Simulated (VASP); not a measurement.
Set up this calculation in VASP 6.6.1, as the native input.

```yaml
Task: relaxation of cell and atoms
Functional: r2SCAN
Potentials_or_basis: VASP PAW PBE potentials, release 64 (Sr_sv, Ti_sv, O)
Cutoff: 600 eV
k_mesh: 8 × 8 × 8
Occupations: gaussian, width 0.02 eV
Spin: no spin polarisation
Dipole_correction: no
Further_INCAR_settings: ALGO = Normal; EDIFF = 1e-07; IBRION = 2; EDIFFG = -0.005; NSW = 100; ISIF = 3
```

Crystal: SrTiO3 (Tausonite).

```
CELL_PARAMETERS angstrom
3.90528 0.00000 0.00000
0.00000 3.90528 0.00000
0.00000 0.00000 3.90528
ATOMIC_POSITIONS crystal
Sr 0.50000 0.50000 0.50000
Ti 0.00000 0.00000 0.00000
O 0.50000 0.00000 0.00000
O 0.00000 0.50000 0.00000
O 0.00000 0.00000 0.50000
```

These files were run (other wordings do the same):

POSCAR

```
SrTiO3
1.0
    3.9052800000      0.0000000000      0.0000000000
    0.0000000000      3.9052800000      0.0000000000
    0.0000000000      0.0000000000      3.9052800000
Sr Ti O
1 1 3
Direct
    0.5000000000      0.5000000000      0.5000000000
    0.0000000000      0.0000000000      0.0000000000
    0.5000000000      0.0000000000      0.0000000000
    0.0000000000      0.5000000000      0.0000000000
    0.0000000000      0.0000000000      0.5000000000
```

INCAR.step1

```
SYSTEM = SrTiO3
PREC = Accurate
ENCUT = 600
ISMEAR = 0
SIGMA = 0.02
LREAL = .False.
LASPH = .True.
NELM = 60
GGA = PE
ALGO = Normal
EDIFF = 1E-4
LWAVE = .True.
LCHARG = .False.
```

INCAR.step2

```
SYSTEM = SrTiO3
PREC = Accurate
ENCUT = 600
EDIFF = 1E-7
ISMEAR = 0
SIGMA = 0.02
LREAL = .False.
LASPH = .True.
NELM = 60
ALGO = Normal
ISIF = 3
LWAVE = .False.
LCHARG = .False.
METAGGA = R2SCAN
LMIXTAU = .True.
IBRION = 2
NSW = 100
EDIFFG = -0.005
ISTART = 1
```

KPOINTS

```
regular mesh
0
Gamma
  8 8 8
  0 0 0
```

Potentials or basis: VASP PAW PBE potentials, release 64 (Sr_sv, Ti_sv, O).

Run with:

```sh
$ cat potpaw_PBE.64/Sr_sv/POTCAR potpaw_PBE.64/Ti_sv/POTCAR potpaw_PBE.64/O/POTCAR > POTCAR
$ cp INCAR.step1 INCAR
$ mpirun -np 1 vasp_std > vasp.out
$ cp INCAR.step2 INCAR
$ mpirun -np 1 vasp_std > vasp.out
```

Results of the run:

```
Relaxed volume                         : 11.98 Å³/atom
Relaxed cell                           : a = 3.912 Å, b = 3.912 Å, c = 3.912 Å, α = 90.00°, β = 90.00°, γ = 90.00°
Space group after relaxing (to 0.05 Å) : Pm-3m (No. 221)
Energy gained by relaxing              : 0.2 meV/atom
Ionic steps                            : 3
Pressure after relaxing                : 0.0 GPa
Band gap on the k mesh                 : 2.27 eV, indirect (least direct gap 2.65 eV)
```

Caveat: the PAW data sets were made with another functional, which shifts forces and pressure a little.

It took 2.8 min on 1 thread of Intel(R) Xeon(R) 6975P-C (Granite Rapids) (shared host), peak memory 0.24 GiB.
